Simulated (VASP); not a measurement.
# BaTiO3 (Amm2) in VASP: settings compared

BaTiO3 is run at these levels: PBE, PBEsol; tasks: single point.

Everything below comes from runs of VASP 6.6.1. Logs are shortened: lines on timing, memory, paths and dates and some standing lists are left out, and cuts for length are marked.

## 1. The cell of the first run

Symmetry: Amm2, No. 38, orthorhombic system. Conventional cell: a = 3.986 Å, b = 5.674 Å, c = 5.690 Å, α = 90.00°, β = 90.00°, γ = 90.00°. Within 3.7 Å of Ba (site symmetry mm2) lie 12 O at 2.77 to 2.92 Å and 8 Ti at 3.42 to 3.53 Å. Within 2.6 Å of Ti (site symmetry mm2) lie 6 O at 1.93 to 2.09 Å. Within 2.6 Å of O (site symmetry m) lie 2 Ti at 1.93 to 2.09 Å. O (site symmetry mm2) has 2 Ti at 2.00 Å within 2.6 Å.

## 2. Single point, PBE

INCAR reads:

```
PREC = Accurate ; ENCUT = 910
EDIFF = 1E-6 ; ISMEAR = -1
SIGMA = 0.05 ; LREAL = F
LASPH = T ; NELM = 120
ALGO = Normal ; ISIF = 2
LWAVE = F ; LCHARG = T
GGA = PE ; LELF = T
LVHAR = T ; NBANDS = 28
GGA_COMPAT = F
```

KPOINTS reads:

```
regular mesh
0
Gamma
  7 7 7
```

POSCAR reads:

```
BaTiO3
1.0
    3.9855000000      0.0000000000      0.0000000000
    0.0000000000      2.8369000000      2.8451500000
    0.0000000000     -2.8369000000      2.8451500000
Ba Ti O
1 1 3
Direct
    0.0000000000      0.0000000000      0.0000000000
    0.5000000000      0.5124000000      0.5124000000
    0.5000000000      0.9918400000      0.5052400000
    0.5000000000      0.5052400000      0.9918400000
    0.0000000000      0.4874000000      0.4874000000
```

Potentials or basis: VASP PAW PBE potentials, release 64 (Ba_sv, Ti_sv, O_h).

Launch:

```bash
cat potpaw_PBE.64/Ba_sv/POTCAR potpaw_PBE.64/Ti_sv/POTCAR potpaw_PBE.64/O_h/POTCAR > POTCAR
mpirun -np 1 vasp_std > vasp.out
```

OUTCAR:

```text
PREC = Accurate
   ENCUT = 910
   EDIFF = 1E-6
   ISMEAR = -1
   LREAL = F
   LASPH = T
   NELM = 120
   ISIF = 2
   GGA = PE

 ion  position               nearest neighbor table
   1  0.000  0.000  0.000-   5 2.77   4 2.81   3 2.81   3 2.81   4 2.81   5 2.84   5 2.84   4 2.84
                             3 2.84   3 2.84   4 2.84   5 2.92   2 3.42   2 3.42   2 3.47   2 3.47
   2  0.500  0.512  0.512-   3 1.93   4 1.93   5 2.00   5 2.00   3 2.09   4 2.09   1 3.42   1 3.42
                             1 3.47   1 3.47   1 3.47   1 3.47   1 3.53   1 3.53
   3  0.500  0.992  0.505-   2 1.93   2 2.09   1 2.81   1 2.81   1 2.84   1 2.84
   4  0.500  0.505  0.992-   2 1.93   2 2.09   1 2.81   1 2.81   1 2.84   1 2.84
   5  0.000  0.487  0.487-   2 2.00   2 2.00   1 2.77   1 2.84   1 2.84   1 2.92

  LATTYP: Found a base centered orthorhombic cell.
 ALAT       =     5.6738000000
 B/A-ratio  =     1.0029081039
 C/A-ratio  =     0.7024392823

  Lattice vectors:

 A1 = (   0.0000000000,   2.8369000000,  -2.8451500000)
 A2 = (   0.0000000000,   2.8369000000,   2.8451500000)
 A3 = (   3.9855000000,   0.0000000000,   0.0000000000)

Analysis of symmetry for initial positions (statically):
=====================================================================
 Subroutine PRICEL returns:
 Original cell was already a primitive cell.

 Routine SETGRP: Setting up the symmetry group for a
 base centered orthorhombic supercell.

 Subroutine GETGRP returns: Found  4 space group operations
 (whereof  4 operations were pure point group operations)
 out of a pool of  8 trial point group operations.

The static configuration has the point symmetry C_2v.

Analysis of symmetry for dynamics (positions and initial velocities):
=====================================================================
 Subroutine PRICEL returns:
 Original cell was already a primitive cell.

 Routine SETGRP: Setting up the symmetry group for a
 base centered orthorhombic supercell.

 Subroutine GETGRP returns: Found  4 space group operations
 (whereof  4 operations were pure point group operations)
 out of a pool of  8 trial point group operations.

The dynamic configuration has the point symmetry C_2v.

 Subroutine INISYM returns: Found  4 space group operations
 (whereof  4 operations are pure point group operations),
 and found     1 'primitive' translations

----------------------------------------------------------------------------------------

                                     Primitive cell

  volume of cell :      64.3372

  direct lattice vectors                    reciprocal lattice vectors
     3.985500000  0.000000000  0.000000000     0.250909547  0.000000000  0.000000000
     0.000000000  2.836900000  2.845150000     0.000000000  0.176248722  0.175737659
     0.000000000 -2.836900000  2.845150000     0.000000000 -0.176248722  0.175737659

  length of vectors
     3.985500000  4.017820321  4.017820321     0.250909547  0.248892219  0.248892219

  position of ions in fractional coordinates (direct lattice)
     0.000000000  0.000000000  0.000000000
     0.500000000  0.512400000  0.512400000
     0.500000000  0.991840000  0.505240000
     0.500000000  0.505240000  0.991840000
     0.000000000  0.487400000  0.487400000

  ion indices of the primitive-cell ions
   primitive index   ion index
                 1           1
                 2           2
                 3           3
                 4           4
                 5           5

----------------------------------------------------------------------------------------

 KPOINTS: regular mesh

Automatic generation of k-mesh.
 Grid dimensions read from file:
 generate k-points for:    7    7    7

 Generating k-lattice:

  Cartesian coordinates                     Fractional coordinates (reciprocal lattice)
     0.035844221  0.000000000  0.000000000     0.142857143  0.000000000  0.000000000
     0.000000000  0.025178389  0.025105380     0.000000000  0.142857143  0.000000000
     0.000000000 -0.025178389  0.025105380     0.000000000  0.000000000  0.142857143

  Length of vectors
     0.035844221  0.035556031  0.035556031

  Shift w.r.t. Gamma in fractional coordinates (k-lattice)
     0.000000000  0.000000000  0.000000000

 Subroutine IBZKPT returns following result:
 ===========================================

 Found     64 irreducible k-points:

 Following reciprocal coordinates:
            Coordinates               Weight
  0.000000  0.000000  0.000000      1.000000
  0.142857  0.000000  0.000000      2.000000
  0.285714  0.000000  0.000000      2.000000
  0.428571  0.000000  0.000000      2.000000
  0.000000  0.142857 -0.000000      4.000000
  0.142857  0.142857 -0.000000      8.000000
[... 16 lines left out ...]
  0.285714  0.285714  0.142857      8.000000
  0.428571  0.285714  0.142857      8.000000
 [... further k-points ...]
   k-points           NKPTS =     64   k-points in BZ     NKDIM =     64   number of bands    NBANDS=     28
   number of dos      NEDOS =    301   number of ions     NIONS =      5
   total plane-waves  NPLWV =  64000
   dimension x,y,z NGX =    40 NGY =   40 NGZ =   40
   dimension x,y,z NGXF=    80 NGYF=   80 NGZF=   80
   ions per type =               1   1   3
   NGX,Y,Z   is equivalent  to a cutoff of  16.69, 16.55, 16.55 a.u.
   NGXF,Y,Z  is equivalent  to a cutoff of  33.37, 33.10, 33.10 a.u.
 SYSTEM =  unknown system
   PREC   = accura    normal or accurate (medium, high low for compatibility)
   ISTART =      0    job   : 0-new  1-cont  2-samecut
   ICHARG =      2    charge: 1-file 2-atom 10-const
   ISPIN  =      1    spin polarized calculation?
   LNONCOLLINEAR =      F non collinear calculations
   LSORBIT =      F    spin-orbit coupling
   LASPH  =      T    aspherical Exc in radial PAW
   ENCUT  =  910.0 eV  66.88 Ry    8.18 a.u.   9.80  9.88  9.88*2*pi/ulx,y,z
   NELM   =    120;   NELMIN=  2; NELMDL= -5     # of ELM steps
   EDIFF  = 0.1E-05   stopping-criterion for ELM
   LREAL  =      F    real-space projection
   EDIFFG = 0.1E-04   stopping-criterion for IOM
   NSW    =      0    number of steps for IOM
   IBRION =     -1    ionic relax: 0-MD 1-quasi-New 2-CG
   NFREE  =      0    steps in history (QN), initial steepest desc. (CG)
   ISIF   =      2    stress and relaxation
   ISYM   =      2    0-nonsym 1-usesym 2-fastsym
   POTIM  = 0.5000    time-step for ionic-motion
   TEBEG  =    0.0;   TEEND  =   0.0 temperature during run
   PSTRESS=    0.0 pullay stress
   NELECT =      40.0000    total number of electrons
   NUPDOWN=      -1.0000    fix difference up-down
   EMIN   =  10.00;   EMAX   =-10.00  energy-range for DOS
   EFERMI =   0.00;   METHOD = LEGACY
   ISMEAR =    -1;   SIGMA  =   0.05  broadening in eV -4-tet -1-fermi 0-gaus
   EFERMI_NEDOS =   21; number of points for ismear=-14 and -15
   IALGO  =     38    algorithm
   IMIX   =      4    mixing-type and parameters
     AMIX     =   0.40;   BMIX     =  1.00
     AMIX_MAG =   1.60;   BMIX_MAG =  1.00
  volume/ion in A,a.u.               =      12.87        86.83
  Fermi-wavevector in a.u.,A,eV,Ry     =   1.397250  2.640420 26.562762  1.952308
  Thomas-Fermi vector in A             =   2.520525
   LORBIT       =      0    0 simple, 1 ext, 2 COOP (PROOUT), +10 PAW based schemes
   GGA     = PE    functional components
   LHFCALC =     F    Hartree Fock is set to
   AEXX    =    0.0000 exact exchange contribution
   IVDW    =     0    specifies the selected vdW correction
   LEPSILON=     F    determine dielectric tensor
   LRPA    =     F    only Hartree local field effects (RPA)
 non-spin polarized calculation
  energy-cutoff  :      910.00
  volume of cell :       64.34
 maximum number of plane-waves:      4026
 NGX is ok and might be reduce to    40
   NGX = 19   NGY = 19   NGZ = 19

 number of electron      40.0000000 magnetization

 Free energy of the ion-electron system (eV)
  ---------------------------------------------------
  ext. energy  EPLUGINS =         0.00000000
  ---------------------------------------------------
  free energy    TOTEN  =       -39.99825931 eV

  energy without entropy =      -39.99825931  energy(sigma->0) =      -39.99825931

 E-fermi :   5.1154     XC(G=0): -11.2410

 val. band max:        4.0909220170   @ k =   0.4286   0.4286   0.4286
 cond. band min:       6.0160174593   @ k =   0.0000   0.0000   0.0000
 fundamental gap:      1.9250954423
 Fermi energy:         5.1153679457

 k-point     1 :       0.0000    0.0000    0.0000
  band No.  band energies     occupation
      1     -52.4058      2.00000
      2     -28.6321      2.00000
      3     -28.6309      2.00000
      4     -28.6156      2.00000
      5     -20.6642      2.00000
      6     -12.7189      2.00000
[... 20 lines left out ...]
     27       9.2562      0.00000
     28      11.4933      0.00000

 k-point     2 :       0.1429    0.0000    0.0000
  band No.  band energies     occupation
      1     -52.4056      2.00000
      2     -28.6317      2.00000
      3     -28.6306      2.00000
      4     -28.6259      2.00000
      5     -20.6417      2.00000
      6     -12.7291      2.00000
[... 20 lines left out ...]
     27       9.6359      0.00000
     28      11.9841      0.00000

 k-point     3 :       0.2857    0.0000    0.0000
  band No.  band energies     occupation
      1     -52.4052      2.00000
      2     -28.6490      2.00000
      3     -28.6308      2.00000
      4     -28.6295      2.00000
      5     -20.5905      2.00000
      6     -12.8162      2.00000
[... 20 lines left out ...]
     27      10.5912      0.00000
     28      12.4798      0.00000

 k-point     4 :       0.4286    0.0000    0.0000
  band No.  band energies     occupation
      1     -52.4048      2.00000
      2     -28.6673      2.00000
      3     -28.6301      2.00000
      4     -28.6288      2.00000
      5     -20.5484      2.00000
      6     -12.9231      2.00000
[... 578 lines left out ...]
     27      11.1830      0.00000
     28      12.5528      0.00000

 k-point    23 :       0.2857    0.2857    0.1429
  band No.  band energies     occupation
      1     -52.4044      2.00000
      2     -28.6599      2.00000
      3     -28.6468      2.00000
      4     -28.6382      2.00000
      5     -20.5219      2.00000
      6     -12.5749      2.00000
[... 20 lines left out ...]
     27      11.9134      0.00000
     28      12.5075      0.00000

 k-point    24 :       0.4286    0.2857    0.1429
  band No.  band energies     occupation
      1     -52.4041      2.00000
      2     -28.6648      2.00000
      3     -28.6589      2.00000
      4     -28.6375      2.00000
      5     -20.4901      2.00000
      6     -12.5322      2.00000
[... 20 lines left out ...]
     27      12.4772      0.00000
     28      12.6277      0.00000

 [... further k-points ...]
[... 5 lines left out ...]
  --------------------------------------------------------------------------------------
  -------------------------------------------------------------------------------------
  Total        1.5636458      1.6043428      1.3501110      0.0000000      0.0000000      0.0000000
  in kB       38.9391953     39.9526645     33.6215762      0.0000000      0.0000000      0.0000000
  external PRESSURE =      37.5044787 kB  Pullay stress =       0.0000000 kB

 VOLUME and BASIS-vectors are now :
 -----------------------------------------------------------------------------
  energy-cutoff  :      910.00
  volume of cell :       64.34
      direct lattice vectors                 reciprocal lattice vectors
     3.985500000  0.000000000  0.000000000     0.250909547  0.000000000  0.000000000
     0.000000000  2.836900000  2.845150000     0.000000000  0.176248722  0.175737659
     0.000000000 -2.836900000  2.845150000     0.000000000 -0.176248722  0.175737659

 POSITION                                       TOTAL-FORCE (eV/Angst)
 -----------------------------------------------------------------------------------
      0.00000      0.00000      0.00000         0.000000     -0.000000      0.153328
      1.99275      0.00000      2.91571         0.000000     -0.000000      0.161645
      1.99275      1.38044      4.25942         0.000000      0.020067     -0.266042
      1.99275     -1.38044      4.25942         0.000000     -0.020067     -0.266042
      0.00000      0.00000      2.77345         0.000000     -0.000000      0.217111
 -----------------------------------------------------------------------------------
    total drift:                                0.000000     -0.000001     -0.001642

  FREE ENERGIE OF THE ION-ELECTRON SYSTEM (eV)
  ---------------------------------------------------
  free  energy   TOTEN  =       -39.9982593110 eV

  energy  without entropy=      -39.9982593105  energy(sigma->0) =      -39.99825931
```

Wall time 1.7 min (1 thread of Intel Xeon 6975P-C (Granite Rapids), shared host); peak memory 0.42 GiB.

Results:

| Property | Result |
| --- | --- |
| Free energy | -39.9983 eV |
| Pressure | 3.8 GPa |
| Largest force | 0.267 eV/Å |
| Band gap on the k mesh | 1.93 eV (least direct gap 2.06 eV) |

Forces in eV/Å, atoms in the order of the input:
```
Ba   0.000  0.000  0.153
Ti   0.000  0.000  0.162
O    0.000  0.020 -0.266
O    0.000 -0.020 -0.266
O    0.000  0.000  0.217
```

Caveat: the cutoff is under 1.25 times the usual one of these potentials, so pressure, stress and relaxed cells hold a basis-set (Pulay) error; the cell stands under pressure; spin-orbit coupling is left out, which moves the levels of the heavy elements; an odd mesh through Γ misses points on the zone boundary, where band edges can lie. As with any semilocal functional, this PBE gap is likely too small.

## 3. Single point, PBEsol

This run uses another cell than the first one, of 12.49 Å³/atom.

INCAR reads:

```
SYSTEM = BaTiO3
PREC = Accurate ; ENCUT = 910
EDIFF = 1E-6 ; ISMEAR = -1
SIGMA = 0.05 ; LREAL = .False.
LASPH = .True. ; NELM = 120
ALGO = Normal ; ISIF = 2
LWAVE = .False. ; LCHARG = .False.
GGA = PS ; NBANDS = 28
GGA_COMPAT = .False.
```

KPOINTS reads:

```
Automatic mesh
0
Gamma
  7 7 7
  0 0 0
```

POSCAR reads:

```
BaTiO3
1.0
    3.9420257285      0.0000000000      0.0000000000
    0.0000000000      2.8110850219      2.8180644105
    0.0000000000     -2.8110850219      2.8180644105
Ba Ti O
1 1 3
Direct
    0.0000000000      0.0055133353      0.0055133353
    0.5000000000      0.5168039825      0.5168039825
    0.5000000000      0.9876382776      0.4941893309
    0.5000000000      0.4941893309      0.9876382776
    0.0000000000      0.4927350736      0.4927350736
```

Potentials or basis: VASP PAW PBE potentials, release 64 (Ba_sv, Ti_sv, O_h).

Launch:

```bash
cat potpaw_PBE.64/Ba_sv/POTCAR potpaw_PBE.64/Ti_sv/POTCAR potpaw_PBE.64/O_h/POTCAR > POTCAR
mpirun -np 1 vasp_std > vasp.out
```

Wall time 2.2 min (1 thread of Intel Xeon Platinum 8559C (Emerald Rapids), shared host); peak memory 0.42 GiB.

Results (log left out):

```yaml
Free_energy: -42.0080 eV
Pressure: 3.7 GPa
Largest_force: 0.034 eV/Å
Band_gap_on_the_k_mesh: 2.10 eV (least direct gap 2.30 eV)
```

Forces in eV/Å, atoms in the order of the input:
```
Ba   0.000  0.000 -0.034
Ti   0.000  0.000 -0.019
O    0.000  0.004  0.020
O    0.000 -0.004  0.020
O    0.000  0.000  0.015
```

Levels at points of the mesh, in eV from the valence-band top:
```csv
k point,band 17,band 18,band 19,band 20,band 21,band 22,band 23,band 24
"(0.00, 0.00, 0.00)",-1.09,-0.28,-0.27,-0.19,2.10,2.25,2.32,4.49
```

Caveat: the cutoff is under 1.25 times the usual one of these potentials, so pressure, stress and relaxed cells hold a basis-set (Pulay) error; the cell stands under pressure; the PAW data sets were made with another functional, which shifts forces and pressure a little; spin-orbit coupling is left out, which moves the levels of the heavy elements; an odd mesh through Γ misses points on the zone boundary, where band edges can lie.
